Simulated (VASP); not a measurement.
Write the native input for VASP 6.6.1 that does the following.

| Quantity | Value |
| --- | --- |
| Task | single point |
| Functional | PBE |
| Potentials or basis | VASP PAW PBE potentials, release 64 (W_sv) |
| Cutoff | 520 eV |
| k mesh | 15 × 15 × 15 |
| Occupations | methfessel-paxton, width 0.05 eV |
| Spin | no spin polarisation |
| Dipole correction | no |
| Further INCAR settings | ALGO = Normal; EDIFF = 1e-07; NBANDS = 13 |

The structure of W lies in POSCAR:

```
W
1.0
   -1.5854033080      1.5854033080      1.5854033080
    1.5854033080     -1.5854033080      1.5854033080
    1.5854033080      1.5854033080     -1.5854033080
W
1
Direct
    0.0000000000      0.0000000000      0.0000000000
```

One way to write it, as run:

INCAR

```
SYSTEM = W
  ALGO = Normal
  EDIFF = 1E-7
  ENCUT = 520
  GGA = PE
  ISIF = 2
  ISMEAR = 1
  LASPH = .TRUE.
  LCHARG = .FALSE.
  LREAL = .FALSE.
  LWAVE = .FALSE.
  NBANDS = 13
  NELM = 100
  PREC = Accurate
  SIGMA = 0.05
```

KPOINTS

```
k-points
0
G
  15 15 15
  0 0 0
```

Potentials or basis: VASP PAW PBE potentials, release 64 (W_sv).

The run is started by

```bash
$ cat potpaw_PBE.64/W_sv/POTCAR > POTCAR
$ mpirun -np 1 vasp_std > vasp.out
```

Results of the run:

```yaml
Pressure: 4.5 GPa
Band_gap_on_the_k_mesh: zero (band 7 reaches 15.97 eV, above the bottom of band 8 at 10.14 eV)
```

Caveat: spin-orbit coupling is left out, which moves the levels of the heavy elements.

Run time: 14 s on 1 thread of Intel(R) Xeon(R) Platinum 8375C CPU @ 2.90GHz (Ice Lake), on a shared host, peak memory 0.14 GiB.
